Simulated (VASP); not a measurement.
# SnO (P4/nmm) in VASP: a series of runs

The runs below take SnO through single point, with LDA.

All numbers are computed with VASP 6.6.1; they aren't measurements. Logs are shortened: lines on timing, memory, paths and dates and some standing lists are left out, and cuts for length are marked.

**1. The cell of the first run**

It takes space group P4/nmm (No. 129, tetragonal). The conventional cell has a = 3.766 Å, b = 3.766 Å, c = 4.423 Å, α = 90.00°, β = 90.00°, γ = 90.00°. Within 2.9 Å of Sn (site symmetry 4mm) lie 4 O at 2.17 Å. O (site symmetry -4m2) has 4 Sn at 2.17 Å and 4 O at 2.66 Å within 2.9 Å.

**2. Single point, LDA**

INCAR

```
SYSTEM = SnO
PREC = Accurate
ENCUT = 520
EDIFF = 1E-7
ISMEAR = 0
SIGMA = 0.15
LREAL = .FALSE.
LASPH = .TRUE.
NELM = 80
ALGO = Normal
ISIF = 2
LWAVE = .FALSE.
LCHARG = .FALSE.
NBANDS = 28
```

KPOINTS

```
Automatic mesh
0
G
  10 10 8
  0 0 0
```

POSCAR

```
SnO
1.0
    3.7657594054      0.0000000000      0.0000000000
    0.0000000000      3.7657594054      0.0000000000
    0.0000000000      0.0000000000      4.4234000000
Sn O
2 2
Direct
    0.0000000000      0.5000000000      0.2455950842
    0.5000000000      0.0000000000      0.7544049158
    0.0000000000      0.0000000000      0.0000000000
    0.5000000000      0.5000000000      0.0000000000
```

Potentials or basis: VASP PAW LDA potentials, release 64 (Sn_d, O).

Started as:

```console
cat potpaw_LDA.64/Sn_d/POTCAR potpaw_LDA.64/O/POTCAR > POTCAR
mpirun -np 1 vasp_std > vasp.out
```

OUTCAR:

```text
SYSTEM = SnO
   PREC = Accurate
   ENCUT = 520
   EDIFF = 1E-7
   ISMEAR = 0
   LREAL = .FALSE.
   LASPH = .TRUE.
   NELM = 80
   ISIF = 2

 ion  position               nearest neighbor table
   1  0.000  0.500  0.246-   3 2.17   4 2.17   3 2.17   4 2.17   2 3.44   2 3.44   2 3.44   2 3.44
                             2 3.49   2 3.49   2 3.49   2 3.49
   2  0.500  0.000  0.754-   3 2.17   4 2.17   4 2.17   3 2.17   1 3.44   1 3.44   1 3.44   1 3.44
                             1 3.49   1 3.49   1 3.49   1 3.49
   3  0.000  0.000  0.000-   1 2.17   2 2.17   1 2.17   2 2.17
   4  0.500  0.500  0.000-   1 2.17   2 2.17   2 2.17   1 2.17

  LATTYP: Found a simple tetragonal cell.
 ALAT       =     3.7657594054
 C/A-ratio  =     1.1746369122

  Lattice vectors:

 A1 = (   3.7657594054,   0.0000000000,   0.0000000000)
 A2 = (   0.0000000000,   3.7657594054,   0.0000000000)
 A3 = (   0.0000000000,   0.0000000000,   4.4234000000)

Analysis of symmetry for initial positions (statically):
=====================================================================
 Subroutine PRICEL returns:
 Original cell was already a primitive cell.

 Routine SETGRP: Setting up the symmetry group for a
 simple tetragonal supercell.

 Subroutine GETGRP returns: Found 16 space group operations
 (whereof  8 operations were pure point group operations)
 out of a pool of 16 trial point group operations.

The static configuration has the point symmetry D_2d.
 The point group associated with its full space group is D_4h.

Analysis of symmetry for dynamics (positions and initial velocities):
=====================================================================
 Subroutine PRICEL returns:
 Original cell was already a primitive cell.

 Routine SETGRP: Setting up the symmetry group for a
 simple tetragonal supercell.

 Subroutine GETGRP returns: Found 16 space group operations
 (whereof  8 operations were pure point group operations)
 out of a pool of 16 trial point group operations.

The dynamic configuration has the point symmetry D_2d.
 The point group associated with its full space group is D_4h.

 Subroutine INISYM returns: Found 16 space group operations
 (whereof  8 operations are pure point group operations),
 and found     1 'primitive' translations

----------------------------------------------------------------------------------------

                                     Primitive cell

  volume of cell :      62.7280

  direct lattice vectors                    reciprocal lattice vectors
[... 91 lines left out ...]
   EDIFF  = 0.1E-06   stopping-criterion for ELM
   LREAL  =      F    real-space projection
   EDIFFG = 0.1E-05   stopping-criterion for IOM
   NSW    =      0    number of steps for IOM
   IBRION =     -1    ionic relax: 0-MD 1-quasi-New 2-CG
   NFREE  =      0    steps in history (QN), initial steepest desc. (CG)
   ISIF   =      2    stress and relaxation
   ISYM   =      2    0-nonsym 1-usesym 2-fastsym
   POTIM  = 0.5000    time-step for ionic-motion
   TEBEG  =    0.0;   TEEND  =   0.0 temperature during run
   PSTRESS=    0.0 pullay stress
   NELECT =      40.0000    total number of electrons
   NUPDOWN=      -1.0000    fix difference up-down
   EMIN   =  10.00;   EMAX   =-10.00  energy-range for DOS
   EFERMI =   0.00;   METHOD = LEGACY
   ISMEAR =     0;   SIGMA  =   0.15  broadening in eV -4-tet -1-fermi 0-gaus
   EFERMI_NEDOS =   21; number of points for ismear=-14 and -15
   IALGO  =     38    algorithm
   IMIX   =      4    mixing-type and parameters
     AMIX     =   0.40;   BMIX     =  1.00
     AMIX_MAG =   1.60;   BMIX_MAG =  1.00
  volume/ion in A,a.u.               =      15.68       105.83
  Fermi-wavevector in a.u.,A,eV,Ry     =   1.409097  2.662808 27.015126  1.985556
  Thomas-Fermi vector in A             =   2.531188
   LORBIT       =      0    0 simple, 1 ext, 2 COOP (PROOUT), +10 PAW based schemes
   GGA     = CA    functional components
   LHFCALC =     F    Hartree Fock is set to
   AEXX    =    0.0000 exact exchange contribution
   IVDW    =     0    specifies the selected vdW correction
   LEPSILON=     F    determine dielectric tensor
   LRPA    =     F    only Hartree local field effects (RPA)
 non-spin polarized calculation
 Gauss-broadening in eV      SIGMA  =   0.15
  energy-cutoff  :      520.00
  volume of cell :       62.73
 maximum number of plane-waves:      1724
   NGX = 15   NGY = 15   NGZ = 17

 number of electron      40.0000004 magnetization

 Free energy of the ion-electron system (eV)
  ---------------------------------------------------
  ext. energy  EPLUGINS =         0.00000000
  ---------------------------------------------------
  free energy    TOTEN  =       -25.64737643 eV

  energy without entropy =      -25.64558944  energy(sigma->0) =      -25.64648294

 E-fermi :   8.3155     XC(G=0): -11.2679

 val. band max:        8.2200773672   @ k =   0.1000   0.1000   0.0000
 cond. band min:       8.3974355603   @ k =   0.5000   0.5000   0.1250
 fundamental gap:      0.1773581931
 Fermi energy:         8.3155077936

 k-point     1 :       0.0000    0.0000    0.0000
  band No.  band energies     occupation
      1     -13.9305      2.00000
      2     -13.3395      2.00000
      3     -13.3395      2.00000
      4     -13.2871      2.00000
      5     -13.2699      2.00000
      6     -13.2478      2.00000
[... 733 lines left out ...]
     27      15.6890      0.00000
     28      17.7584      0.00000

 [... further k-points ...]

------------------------ aborting loop because EDIFF is reached ----------------------------------------

  FORCE on cell =-STRESS in cart. coord.  units (eV):
  Direction    XX          YY          ZZ          XY          YZ          ZX
  --------------------------------------------------------------------------------------
  -------------------------------------------------------------------------------------
  Total        1.8995863      1.8995863      2.9209244      0.0000000     -0.0000000      0.0000000
  in kB       48.5185992     48.5185992     74.6052775      0.0000000     -0.0000000      0.0000000
  external PRESSURE =      57.2141586 kB  Pullay stress =       0.0000000 kB

 VOLUME and BASIS-vectors are now :
 -----------------------------------------------------------------------------
  energy-cutoff  :      520.00
  volume of cell :       62.73
      direct lattice vectors                 reciprocal lattice vectors
     3.765759405  0.000000000  0.000000000     0.265550688  0.000000000  0.000000000
     0.000000000  3.765759405  0.000000000     0.000000000  0.265550688  0.000000000
     0.000000000  0.000000000  4.423400000     0.000000000  0.000000000  0.226070444

 POSITION                                       TOTAL-FORCE (eV/Angst)
 -----------------------------------------------------------------------------------
      0.00000      1.88288      1.08637         0.000000      0.000000      1.061562
      1.88288      0.00000      3.33703        -0.000000      0.000000     -1.061562
      0.00000      0.00000      0.00000         0.000000      0.000000      0.000000
      1.88288      1.88288      0.00000         0.000000     -0.000000      0.000000
 -----------------------------------------------------------------------------------
    total drift:                                0.000000      0.000000      0.000000

  FREE ENERGIE OF THE ION-ELECTRON SYSTEM (eV)
  ---------------------------------------------------
  free  energy   TOTEN  =       -25.6473764314 eV

  energy  without entropy=      -25.6455894440  energy(sigma->0) =      -25.64648294
```

stdout:

```text
POSCAR found type information on POSCAR SnO
 POSCAR found :  2 types and       4 ions
 scaLAPACK will be used
 LDA part: xc-table for (Slater(with rela. corr.)+CA(PZ))
 , standard interpolation
 POSCAR, INCAR and KPOINTS ok, starting setup
 FFT: planning ... GRIDC
 FFT: planning ... GRID_SOFT
 FFT: planning ... GRID
 WAVECAR not read
 entering main loop
```

Wall time 71 s (1 thread of AMD EPYC 9R45 (Zen 5), shared host); peak memory 0.23 GiB.

Results:

```
Free energy            : -25.6474 eV
Pressure               : 5.7 GPa
Largest force          : 1.062 eV/Å
Band gap on the k mesh : zero (band 20 reaches 8.22 eV, above the bottom of band 21 at 8.10 eV)
```

Forces in eV/Å, atoms in the order of the input:
```
Sn   0.000  0.000  1.062
Sn   0.000  0.000 -1.062
O    0.000  0.000  0.000
O    0.000  0.000  0.000
```

Levels at points of the mesh, in eV from the Fermi level:
| k point | band 18 | band 19 | band 20 | band 21 | band 22 | band 23 |
| --- | --- | --- | --- | --- | --- | --- |
| (0.00, 0.00, 0.00) | -3.77 | -3.77 | -0.21 | 2.31 | 4.56 | 4.56 |
| (0.50, 0.00, 0.00) | -5.45 | -2.92 | -2.92 | 3.68 | 3.68 | 5.94 |
| (0.50, 0.50, 0.00) | -3.03 | -1.81 | -1.81 | -0.21 | -0.21 | 4.79 |
| (0.00, 0.00, 0.50) | -3.79 | -2.42 | -2.10 | 1.18 | 2.50 | 2.50 |
| (0.50, 0.00, 0.50) | -5.47 | -1.76 | -1.76 | 3.01 | 3.01 | 5.21 |
| (0.50, 0.50, 0.50) | -3.04 | -3.03 | -3.03 | 2.42 | 2.42 | 4.79 |

Caveat: spin-orbit coupling is left out, which moves the levels of the heavy elements; forces of over 1 eV/Å act on the atoms, so gaps and moduli don't describe the material at rest.

**3. Single point, LDA**

This run uses another cell than the first one, of 15.62 Å³/atom, 0.996 times its volume.

INCAR

```
SYSTEM = SnO
ALGO = Normal
EDIFF = 1E-7
ENCUT = 520
ISIF = 2
ISMEAR = 0
LASPH = .True.
LCHARG = .False.
LREAL = .False.
LWAVE = .False.
NBANDS = 28
NELM = 80
PREC = Accurate
SIGMA = 0.15
```

KPOINTS

```
k-points
0
Gamma
  10 10 8
  0 0 0
```

POSCAR

```
SnO
1.0
    3.7093000000      0.0000000000      0.0000000000
    0.0000000000      3.7093000000      0.0000000000
    0.0000000000      0.0000000000      4.5398000000
Sn O
2 2
Direct
    0.0000000000      0.5000000000      0.2455950842
    0.5000000000      0.0000000000      0.7544049158
    0.0000000000      0.0000000000      0.0000000000
    0.5000000000      0.5000000000      0.0000000000
```

Potentials or basis: VASP PAW LDA potentials, release 64 (Sn_d, O).

Started as:

```console
cat potpaw_LDA.64/Sn_d/POTCAR potpaw_LDA.64/O/POTCAR > POTCAR
mpirun -np 1 vasp_std > vasp.out
```

OUTCAR:

```text
SYSTEM = SnO
   EDIFF = 1E-7
   ENCUT = 520
   ISIF = 2
   ISMEAR = 0
   LASPH = .True.
   LREAL = .False.
   NELM = 80
   PREC = Accurate

 ion  position               nearest neighbor table
   1  0.000  0.500  0.246-   3 2.16   4 2.16   3 2.16   4 2.16   2 3.44   2 3.44   2 3.44   2 3.44
                             2 3.50   2 3.50   2 3.50   2 3.50
   2  0.500  0.000  0.754-   3 2.16   4 2.16   4 2.16   3 2.16   1 3.44   1 3.44   1 3.44   1 3.44
                             1 3.50   1 3.50   1 3.50   1 3.50
   3  0.000  0.000  0.000-   1 2.16   2 2.16   1 2.16   2 2.16
   4  0.500  0.500  0.000-   1 2.16   2 2.16   2 2.16   1 2.16

  LATTYP: Found a simple tetragonal cell.
 ALAT       =     3.7093000000
 C/A-ratio  =     1.2238966921

  Lattice vectors:

 A1 = (   3.7093000000,   0.0000000000,   0.0000000000)
 A2 = (   0.0000000000,   3.7093000000,   0.0000000000)
 A3 = (   0.0000000000,   0.0000000000,   4.5398000000)

Analysis of symmetry for initial positions (statically):
=====================================================================
 Subroutine PRICEL returns:
 Original cell was already a primitive cell.

 Routine SETGRP: Setting up the symmetry group for a
 simple tetragonal supercell.

 Subroutine GETGRP returns: Found 16 space group operations
 (whereof  8 operations were pure point group operations)
 out of a pool of 16 trial point group operations.

The static configuration has the point symmetry D_2d.
 The point group associated with its full space group is D_4h.

Analysis of symmetry for dynamics (positions and initial velocities):
=====================================================================
 Subroutine PRICEL returns:
 Original cell was already a primitive cell.

 Routine SETGRP: Setting up the symmetry group for a
 simple tetragonal supercell.

 Subroutine GETGRP returns: Found 16 space group operations
 (whereof  8 operations were pure point group operations)
 out of a pool of 16 trial point group operations.

The dynamic configuration has the point symmetry D_2d.
 The point group associated with its full space group is D_4h.

 Subroutine INISYM returns: Found 16 space group operations
 (whereof  8 operations are pure point group operations),
 and found     1 'primitive' translations

----------------------------------------------------------------------------------------

                                     Primitive cell

  volume of cell :      62.4627

  direct lattice vectors                    reciprocal lattice vectors
     3.709300000  0.000000000  0.000000000     0.269592646  0.000000000  0.000000000
     0.000000000  3.709300000  0.000000000     0.000000000  0.269592646  0.000000000
     0.000000000  0.000000000  4.539800000     0.000000000  0.000000000  0.220274021

  length of vectors
     3.709300000  3.709300000  4.539800000     0.269592646  0.269592646  0.220274021

  position of ions in fractional coordinates (direct lattice)
     0.000000000  0.500000000  0.245595084
     0.500000000  0.000000000  0.754404916
     0.000000000  0.000000000  0.000000000
     0.500000000  0.500000000  0.000000000

  ion indices of the primitive-cell ions
   primitive index   ion index
                 1           1
                 2           2
                 3           3
                 4           4

[... 30 lines left out ...]
  0.200000  0.000000  0.000000      4.000000
  0.300000  0.000000  0.000000      4.000000
  0.400000  0.000000  0.000000      4.000000
  0.500000  0.000000  0.000000      2.000000
[... 16 lines left out ...]
  0.100000  0.000000  0.125000      8.000000
  0.200000  0.000000  0.125000      8.000000
 [... further k-points ...]
   k-points           NKPTS =    105   k-points in BZ     NKDIM =    105   number of bands    NBANDS=     28
   number of dos      NEDOS =    301   number of ions     NIONS =      4
   total plane-waves  NPLWV =  28224
   dimension x,y,z NGX =    28 NGY =   28 NGZ =   36
   dimension x,y,z NGXF=    56 NGYF=   56 NGZF=   72
   ions per type =               2   2
   NGX,Y,Z   is equivalent  to a cutoff of  12.55, 12.55, 13.18 a.u.
   NGXF,Y,Z  is equivalent  to a cutoff of  25.10, 25.10, 26.37 a.u.
 SYSTEM =  SnO
   PREC   = accura    normal or accurate (medium, high low for compatibility)
   ISTART =      0    job   : 0-new  1-cont  2-samecut
   ICHARG =      2    charge: 1-file 2-atom 10-const
   ISPIN  =      1    spin polarized calculation?
   LNONCOLLINEAR =      F non collinear calculations
   LSORBIT =      F    spin-orbit coupling
   LASPH  =      T    aspherical Exc in radial PAW
   ENCUT  =  520.0 eV  38.22 Ry    6.18 a.u.   6.90  6.90  8.44*2*pi/ulx,y,z
   NELM   =     80;   NELMIN=  2; NELMDL= -5     # of ELM steps
   EDIFF  = 0.1E-06   stopping-criterion for ELM
   LREAL  =      F    real-space projection
   EDIFFG = 0.1E-05   stopping-criterion for IOM
   NSW    =      0    number of steps for IOM
   IBRION =     -1    ionic relax: 0-MD 1-quasi-New 2-CG
   NFREE  =      0    steps in history (QN), initial steepest desc. (CG)
   ISIF   =      2    stress and relaxation
   ISYM   =      2    0-nonsym 1-usesym 2-fastsym
   POTIM  = 0.5000    time-step for ionic-motion
   TEBEG  =    0.0;   TEEND  =   0.0 temperature during run
   PSTRESS=    0.0 pullay stress
   NELECT =      40.0000    total number of electrons
   NUPDOWN=      -1.0000    fix difference up-down
   EMIN   =  10.00;   EMAX   =-10.00  energy-range for DOS
   EFERMI =   0.00;   METHOD = LEGACY
   ISMEAR =     0;   SIGMA  =   0.15  broadening in eV -4-tet -1-fermi 0-gaus
   EFERMI_NEDOS =   21; number of points for ismear=-14 and -15
   IALGO  =     38    algorithm
   IMIX   =      4    mixing-type and parameters
     AMIX     =   0.40;   BMIX     =  1.00
     AMIX_MAG =   1.60;   BMIX_MAG =  1.00
  volume/ion in A,a.u.               =      15.62       105.38
  Fermi-wavevector in a.u.,A,eV,Ry     =   1.411090  2.666573 27.091568  1.991174
  Thomas-Fermi vector in A             =   2.532977
   LORBIT       =      0    0 simple, 1 ext, 2 COOP (PROOUT), +10 PAW based schemes
   GGA     = CA    functional components
   LHFCALC =     F    Hartree Fock is set to
   AEXX    =    0.0000 exact exchange contribution
   IVDW    =     0    specifies the selected vdW correction
   LEPSILON=     F    determine dielectric tensor
   LRPA    =     F    only Hartree local field effects (RPA)
 non-spin polarized calculation
 Gauss-broadening in eV      SIGMA  =   0.15
  energy-cutoff  :      520.00
  volume of cell :       62.46
 maximum number of plane-waves:      1708
 NGX is ok and might be reduce to    28
   NGX = 13   NGY = 13   NGZ = 17

 number of electron      40.0000001 magnetization

 Free energy of the ion-electron system (eV)
  ---------------------------------------------------
  ext. energy  EPLUGINS =         0.00000000
  ---------------------------------------------------
  free energy    TOTEN  =       -25.64768466 eV

  energy without entropy =      -25.64449368  energy(sigma->0) =      -25.64608917

 E-fermi :   8.5316     XC(G=0): -11.2793

 val. band max:        8.5164007939   @ k =   0.1000   0.1000   0.0000
 cond. band min:       8.5926304510   @ k =   0.4000   0.4000   0.0000
 fundamental gap:      0.0762296572
 Fermi energy:         8.5315927751

 k-point     1 :       0.0000    0.0000    0.0000
  band No.  band energies     occupation
      1     -13.8811      2.00000
      2     -13.2765      2.00000
      3     -13.2765      2.00000
      4     -13.2441      2.00000
      5     -13.1997      2.00000
      6     -13.1798      2.00000
[... 733 lines left out ...]
     27      15.7082      0.00000
     28      18.0423      0.00000

 [... further k-points ...]

------------------------ aborting loop because EDIFF is reached ----------------------------------------

  FORCE on cell =-STRESS in cart. coord.  units (eV):
  Direction    XX          YY          ZZ          XY          YZ          ZX
  --------------------------------------------------------------------------------------
  -------------------------------------------------------------------------------------
  Total        2.8519291      2.8519291      2.6163569      0.0000000      0.0000000      0.0000000
  in kB       73.1524151     73.1524151     67.1099521      0.0000000      0.0000000      0.0000000
  external PRESSURE =      71.1382608 kB  Pullay stress =       0.0000000 kB

 VOLUME and BASIS-vectors are now :
 -----------------------------------------------------------------------------
  energy-cutoff  :      520.00
  volume of cell :       62.46
      direct lattice vectors                 reciprocal lattice vectors
     3.709300000  0.000000000  0.000000000     0.269592646  0.000000000  0.000000000
     0.000000000  3.709300000  0.000000000     0.000000000  0.269592646  0.000000000
     0.000000000  0.000000000  4.539800000     0.000000000  0.000000000  0.220274021

 POSITION                                       TOTAL-FORCE (eV/Angst)
 -----------------------------------------------------------------------------------
      0.00000      1.85465      1.11495         0.000000     -0.000000      1.049236
      1.85465      0.00000      3.42485        -0.000000      0.000000     -1.049236
      0.00000      0.00000      0.00000         0.000000      0.000000      0.000000
      1.85465      1.85465      0.00000        -0.000000      0.000000      0.000000
 -----------------------------------------------------------------------------------
    total drift:                                0.000000      0.000000      0.000000

  FREE ENERGIE OF THE ION-ELECTRON SYSTEM (eV)
  ---------------------------------------------------
  free  energy   TOTEN  =       -25.6476846585 eV

  energy  without entropy=      -25.6444936832  energy(sigma->0) =      -25.64608917
```

Run time: 74 s. Hardware: 1 thread of AMD EPYC 9R45 (Zen 5), shared host; peak memory 0.23 GiB.

What came out:

- Free energy: -25.6477 eV
- Pressure: 7.1 GPa
- Largest force: 1.049 eV/Å
- Band gap on the k mesh: zero (band 20 reaches 8.52 eV, above the bottom of band 21 at 8.14 eV)

Forces in eV/Å, atoms in the order of the input:
```
Sn   0.000  0.000  1.049
Sn   0.000  0.000 -1.049
O    0.000  0.000  0.000
O    0.000  0.000  0.000
```

Caveat: spin-orbit coupling is left out, which moves the levels of the heavy elements; forces of over 1 eV/Å act on the atoms, so gaps and moduli don't describe the material at rest.
